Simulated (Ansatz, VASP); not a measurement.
**GdO4: VASP beside Ansatz**

File INCAR:

```
SYSTEM = GdO4
ALGO = Normal
EDIFF = 1E-7
EDIFFG = -0.01
ENCUT = 600
GGA = PE
IBRION = 2
ISIF = 3
ISMEAR = 0
ISPIN = 2
LASPH = .TRUE.
LCHARG = .FALSE.
LMAXMIX = 6
LORBIT = 11
LREAL = .FALSE.
LWAVE = .FALSE.
MAGMOM = 7.26 -1.25 -1.25 -1.25 -1.25
NELM = 150
NSW = 100
PREC = Accurate
SIGMA = 0.1
```

Contents of KPOINTS:

```
k-points
0
G
  10 10 10
  0 0 0
```

Contents of POSCAR:

```
GdO4
1.0
    4.0637023623      0.0000000000      0.0000000000
    0.0000000000      4.0637023623      0.0000000000
    0.0000000000      0.0000000000      4.0637023623
Gd O
1 4
Direct
    0.0000000000      0.0000000000      0.0000000000
    0.3090707196      0.6909292804      0.6909292804
    0.6909292804      0.3090707196      0.6909292804
    0.6909292804      0.6909292804      0.3090707196
    0.3090707196      0.3090707196      0.3090707196
```

Input for Ansatz:

```yaml
crystal:
  lattice:
    - [4.0637023623, 0.0, 0.0]
    - [0.0, 4.0637023623, 0.0]
    - [0.0, 0.0, 4.0637023623]
  atoms:
    - { symbol: Gd, position: [0.0, 0.0, 0.0], spin: 7.26 }
    - { symbol: O, position: [0.3090707196, 0.6909292804, 0.6909292804], spin: -1.25 }
    - { symbol: O, position: [0.6909292804, 0.3090707196, 0.6909292804], spin: -1.25 }
    - { symbol: O, position: [0.6909292804, 0.6909292804, 0.3090707196], spin: -1.25 }
    - { symbol: O, position: [0.3090707196, 0.3090707196, 0.3090707196], spin: -1.25 }
basis:
  ecutwfc: 420
kpoints:
  mp_grid: { grid: [10, 10, 10] }
hamiltonian:
  xc: pbe
scf:
  occupations: { method: gaussian, width: 0.1 }
output:
  forces: true
  stress: true
  eigenvalues: true
  populations: true
magnetization:
  spin_polarized: true
relax:
  adjacent_minimum: "off"
  f_tol: 0.01
  max_steps: 80
  cell: { stress_tol: 0.05 }
```

Change from the starting cell: species swapped into the SnI4 type (P-43m, No. 215).

Alike in both runs: task relaxation of cell and atoms; functional PBE; k mesh 10 × 10 × 10; occupations gaussian, width 0.1 eV; collinear spin.

```csv
,VASP,Ansatz
version,VASP 6.6.1,Ansatz 0.2.0
potentials or method,"VASP PAW PBE potentials, release 64 (Gd, O), cutoff 600 eV","scalar-relativistic, plane waves, PAW"
valence electrons in the cell,42,42
```

```csv
,VASP,Ansatz,Ansatz less VASP
"gap on the k mesh at the Fermi level, each at its own relaxed structure (eV)",none,none,-
net moment per atom (μB),1.40,0.40,-0.997
size of the moment on the site where the two differ most (μB),0.01,1.13,+1.126
relaxed volume (Å³/atom),12.94,13.42,+0.479
relaxed length of the cell vector where the two differ most in proportion (Å),4.015,4.064,+0.0489
```

The net moments are unlike, so the other rows may belong to different states. Site moments also hang on the region over which each program counts them. A gap of «none» marks a metal or a gap that the smearing closes.

Neither program's run includes spin-orbit coupling. Noted on VASP's run: too few bands were computed for a metal, which touches its energy and stress.
